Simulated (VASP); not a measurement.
## H: single point with PBE

System: H, in a box.

```
H
1.0
    11.00000    0.00000    0.00000
     0.00000   11.50000    0.00000
     0.00000    0.00000   12.00000
H
1
Cartesian
  5.0000 5.5000 6.0000
```

```
Program                : VASP 6.6.1
Task                   : single point
Functional             : PBE
Potentials or basis    : VASP PAW PBE potentials, release 64 (H)
Cutoff                 : 400 eV
k mesh                 : 1 × 1 × 1
Occupations            : gaussian, width 0.01 eV
Spin                   : collinear spin
Starting moments       : [1.0] μB
Dipole correction      : no
Further INCAR settings : ALGO = Normal; EDIFF = 1e-06; NBANDS = 10; NELMDL = -8
```

| Item | Value |
| --- | --- |
| Gap between the frontier levels | 7.38 eV |
| Net moment | 1.00 μB per cell |
| Site moments | H +0.38 μB |
| Valence electrons inside the program's atomic spheres | H 0.38 |

Levels at points of the mesh, in eV from the valence-band top:
Spin up:
```tsv
k point	band 1	band 2	band 3	band 4	band 5	band 6
(0.00, 0.00, 0.00)	0.00	7.38	8.11	8.16	8.23	8.46
```
Spin down:
```
           k point  band 1  band 2  band 3  band 4
(0.00, 0.00, 0.00)    7.61    8.63    8.65    8.72
```

Wall time 76 s on 1 thread of AMD EPYC 9R45 96-Core Processor (Zen 5), with other jobs on the host, peak memory 1.1 GiB.
